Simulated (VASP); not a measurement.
Wanted: the native input for a VASP 6.6.1 run.

| Quantity | Value |
| --- | --- |
| Task | single point |
| Functional | r2SCAN |
| Potentials or basis | VASP PAW PBE potentials, release 64 (Mg) |
| Cutoff | 520 eV |
| k mesh | 11 × 11 × 11 |
| Occupations | fermi-dirac, width 0.1 eV |
| Spin | no spin polarisation |
| Dipole correction | no |
| Further INCAR settings | ALGO = Normal; EDIFF = 1e-06; NBANDS = 7 |

Crystal: Mg.

```
Mg
1.0
     0.00000    2.21393    2.21393
     2.21393    0.00000    2.21393
     2.21393    2.21393    0.00000
Mg
1
Direct
  0.00000 0.00000 0.00000
```

These files were run (other wordings do the same):

POSCAR

```
Mg
1.0
    0.0000000000      2.2139284440      2.2139284440
    2.2139284440      0.0000000000      2.2139284440
    2.2139284440      2.2139284440      0.0000000000
Mg
1
Direct
    0.0000000000      0.0000000000      0.0000000000
```

INCAR.step1

```
PREC = Accurate
ENCUT = 520
ISMEAR = -1
SIGMA = 0.1
LREAL = False
LASPH = True
NELM = 80
NBANDS = 7
GGA = PE
ALGO = Normal
EDIFF = 1E-4
LWAVE = True
LCHARG = False
```

INCAR.step2

```
PREC = Accurate
ENCUT = 520
EDIFF = 1E-6
ISMEAR = -1
SIGMA = 0.1
LREAL = False
LASPH = True
NELM = 80
ALGO = Normal
ISIF = 2
LWAVE = False
LCHARG = False
METAGGA = R2SCAN
LMIXTAU = True
NBANDS = 7
ISTART = 1
```

KPOINTS

```
Automatic mesh
0
Gamma
  11 11 11
```

Potentials or basis: VASP PAW PBE potentials, release 64 (Mg).

Command:

```console
$ cat potpaw_PBE.64/Mg/POTCAR > POTCAR
$ cp INCAR.step1 INCAR
$ mpirun -np 1 vasp_std > vasp.out
$ cp INCAR.step2 INCAR
$ mpirun -np 1 vasp_std > vasp.out
```

Results of the run:

```yaml
Pressure: 1.8 GPa
Band_gap_on_the_k_mesh: zero (band 1 reaches 3.88 eV, above the bottom of band 2 at 2.00 eV)
```

Caveat: the PAW data sets were made with another functional, which shifts forces and pressure a little.

Run time: 58 s on 1 thread of AMD EPYC 7R13 (shared host), peak memory 0.11 GiB.
